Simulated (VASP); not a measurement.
Runs of VASP 6.6.1 on ZrC. The structure is that of space group P6_3/mmc (No. 194), or close to it. The cells are those of the table. 

| task | cell | cutoff (eV) | k mesh for the DOS | occupations for the DOS | gap on the mesh (eV) | pressure (GPa) |
| --- | --- | --- | --- | --- | --- | --- |
| single point | a = 3.371, b = 3.297, c = 5.794 Å, angles 90.0, 90.0, 120.7°, 4 atoms | 520 | - | - | none | -5.1 |
| relaxation of shape and atoms at fixed volume | relaxed from a = 3.251, b = 3.251, c = 5.756 Å, angles 90.0, 90.0, 120.0°, 4 atoms | 600 | - | - | none | 4.6 |
| single point | a = 3.318, b = 3.318, c = 5.861 Å, angles 90.0, 90.0, 120.0°, 4 atoms | 520 | - | - | none | -7.1 |
| single point | a = 3.249, b = 3.249, c = 5.760 Å, angles 90.0, 90.0, 120.0°, 4 atoms | 520 | - | - | none | (b) |
| single point | a = 3.295, b = 3.295, c = 5.828 Å, angles 90.0, 90.0, 120.0°, 4 atoms | 520 | - | - | none | -3.6 |
| relaxation of shape and atoms at fixed volume | relaxed from a = 3.227, b = 3.227, c = 5.721 Å, angles 90.0, 90.0, 120.0°, 4 atoms | 600 | - | - | none | 9.4 |
| single point | a = 3.225, b = 3.225, c = 5.727 Å, angles 90.0, 90.0, 120.0°, 4 atoms | 520 | - | - | none | (a) |

Alike in all rows: level PBEsol; potentials or basis VASP PAW PBE potentials, release 64 (Zr_sv, C); no spin polarisation; k mesh 12 × 12 × 6; smearing gaussian 0.05 eV.

**Question.** Fill in the values left out.

**Answer.** (a) 9.5; (b) 4.7.

Caveats: the PAW data sets were made with another functional, which shifts forces and pressure a little.

A k mesh can miss the band edges, and the runs leave out spin-orbit coupling on Zr.

A gap of «none» marks levels without a gap at the run's occupations.
